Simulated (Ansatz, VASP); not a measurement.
CdS: VASP beside Ansatz

INCAR

```
PREC     = Accurate       # precision mode
ENCUT    = 500            # plane-wave cutoff, eV
EDIFF    = 1E-6           # SCF threshold, eV
ISMEAR   = 0              # smearing method
SIGMA    = 0.01           # smearing width, eV
LREAL    = F              # projectors in reciprocal space
LASPH    = T              # aspherical terms in the spheres
NELM     = 120            # most SCF steps
ALGO     = Normal         # electronic algorithm
ISIF     = 2              # what is computed and relaxed
LWAVE    = F              # write WAVECAR
LCHARG   = T              # write CHGCAR
GGA      = RP             # functional
LELF     = T              # ELF
LVHAR    = T            
NBANDS   = 26             # bands
GGA_COMPAT= F
```

File KPOINTS:

```
Automatic mesh
0
Gamma
  6 6 4
```

File POSCAR:

```
CdS
1.0
    4.1500000000      0.0000000000      0.0000000000
   -2.0750000000      3.5940054257      0.0000000000
    0.0000000000      0.0000000000      6.7370000000
Cd S
2 2
Direct
    0.3333333333      0.6666666667      0.0000000000
    0.6666666667      0.3333333333      0.5000000000
    0.3333333333      0.6666666667      0.3750000000
    0.6666666667      0.3333333333      0.8750000000
```

Input for Ansatz:

```yaml
crystal:
  lattice:
    a: 4.15
    b: 4.15
    c: 6.737
    alpha: 90.0
    beta: 90.0
    gamma: 120.0
  space_group: 186
  atoms:
    - { symbol: Cd, position: [0.3333333333333333, 0.6666666666666666, 0.0] }
    - { symbol: S, position: [0.3333333333333333, 0.6666666666666666, 0.375] }
kpoints:
  mp_grid:
    grid: [6, 6, 4]
hamiltonian:
  xc: rpbe
scf:
  occupations:
    method: fixed
output:
  eigenvalues: true
```

Alike in both runs: task single point; functional RPBE; k mesh 6 × 6 × 4; no spin polarisation.

```csv
,VASP,Ansatz
version,VASP 6.6.1,Ansatz 0.2.0
potentials or method,"VASP PAW PBE potentials, release 64 (Cd, S)","plane waves, PAW"
plane-wave cutoff (eV),500,420
occupations,"gaussian, width 0.01 eV",fixed
valence electrons in the cell,36,52
```

|  | VASP | Ansatz | Ansatz less VASP |
| --- | --- | --- | --- |
| gap on the k mesh at the Fermi level (eV) | 1.38 | 1.38 | -0.001 |

VASP's potentials were made for PBE, not for RPBE. VASP's potentials hold 36 valence electrons a cell and Ansatz's 52, so a difference there can come from the potentials and not from the codes.
